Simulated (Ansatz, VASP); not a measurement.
**AlN: VASP beside Ansatz**

Contents of INCAR:

```
PREC = Accurate
ENCUT = 520
EDIFF = 1E-7
ISMEAR = -1
SIGMA = 0.02
LREAL = F
LASPH = T
NELM = 100
ALGO = Normal
ISIF = 2
LWAVE = F
LCHARG = F
GGA = PS
NBANDS = 16
```

File KPOINTS:

```
Automatic mesh
0
Gamma
  11 11 6
```

Contents of POSCAR:

```
AlN
1.0
    3.0689564278      0.0000000000      0.0000000000
   -1.5344782139      2.6577942296      0.0000000000
    0.0000000000      0.0000000000      4.9107214824
Al N
2 2
Direct
    0.3333333333      0.6666666667      0.0000000000
    0.6666666667      0.3333333333      0.5000000000
    0.3333333333      0.6666666667      0.3850000000
    0.6666666667      0.3333333333      0.8850000000
```

Input for Ansatz:

```yaml
crystal:
  lattice:
    - [3.0689564278, 0.0, 0.0]
    - [-1.5344782139, 2.6577942296, 0.0]
    - [0.0, 0.0, 4.9107214824]
  atoms:
    - { symbol: Al, position: [0.3333333333, 0.6666666667, 0.0] }
    - { symbol: Al, position: [0.6666666667, 0.3333333333, 0.5] }
    - { symbol: "N", position: [0.3333333333, 0.6666666667, 0.385] }
    - { symbol: "N", position: [0.6666666667, 0.3333333333, 0.885] }
kpoints:
  mp_grid: { grid: [11, 11, 6] }
  band_path:
    path:
      - [0.0, 0.0, 0.0]
      - [0.5, 0.0, 0.0]
      - [0.3333333333, 0.3333333333, 0.0]
      - [0.0, 0.0, 0.0]
      - [0.0, 0.0, 0.5]
      - [0.5, 0.0, 0.5]
      - [0.3333333333, 0.3333333333, 0.5]
      - [0.0, 0.0, 0.5]
      - [0.5, 0.0, 0.5]
    npoints: 5
scf:
  occupations: { method: fermi_dirac, width: 0.02 }
hamiltonian:
  xc: pbesol
  pseudopotentials: { kind: all_electron, lapw: { basis_error: 0.001 } }
output:
  forces: true
  stress: true
  eigenvalues: true
```

Change from the starting cell: volume scaled by 0.96.

Alike in both runs: task single point; functional PBEsol; k mesh 11 × 11 × 6; occupations fermi-dirac, width 0.02 eV; no spin polarisation.

|  | VASP | Ansatz |
| --- | --- | --- |
| version | VASP 6.6.1 | Ansatz 0.2.0 |
| potentials or method | VASP PAW PBE potentials, release 64 (Al, N), cutoff 520 eV | all-electron LAPW, scalar-relativistic |

```tsv
	VASP	Ansatz	Ansatz less VASP
gap on the k mesh at the Fermi level (eV)	4.45	4.45	-0.007
pressure (GPa)	9.6	9.4	-0.22
traceless stress, the component that is largest in VASP (GPa)	-2.10	-2.05	+0.046
rms of the force components (eV/Å)	0.104	0.104	-0.0004
```

VASP's potentials were made for PBE, not for PBEsol. Atom by atom the forces differ by 0.000 eV/Å (rms over components). Ansatz ran all-electron here, and VASP with PAW potentials.
